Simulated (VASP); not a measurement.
Crystal: CdTe.

```
Te Cd
1.0
     0.00000    3.16168    3.16168
     3.16168    0.00000    3.16168
     3.16168    3.16168    0.00000
Te Cd
1 1
Direct
  0.75000 0.75000 0.75000
  0.00000 0.00000 0.00000
```

Base run:

```yaml
Program: VASP 6.6.1
Functional: r2SCAN
Dispersion: D3(BJ)
Potentials_or_basis: VASP PAW PBE potentials, release 64 (Te, Cd)
Cutoff: 520 eV
k_mesh: 7 × 7 × 7
Occupations: fermi-dirac, width 0.05 eV
Spin: no spin polarisation
```

Its results: band gap on the k mesh 1.52 eV, direct; pressure 4.9 GPa.

Problem. After a change of settings the same cell gave: band gap on the k mesh 1.15 eV, direct; pressure -0.9 GPa. Which change was it?
A. functional from r2SCAN to PBEsol; dispersion from D3(BJ) to none
B. functional from r2SCAN to RPBE
C. functional from r2SCAN to revPBE; dispersion from D3(BJ) to D4

Solution. B.

r2SCAN gives the wider gap, since meta-GGAs in the generalised Kohn-Sham scheme recover part of the derivative discontinuity.

Caveats: the PAW data sets were made with another functional, which shifts forces and pressure a little; spin-orbit coupling is left out, which moves the levels of the heavy elements.
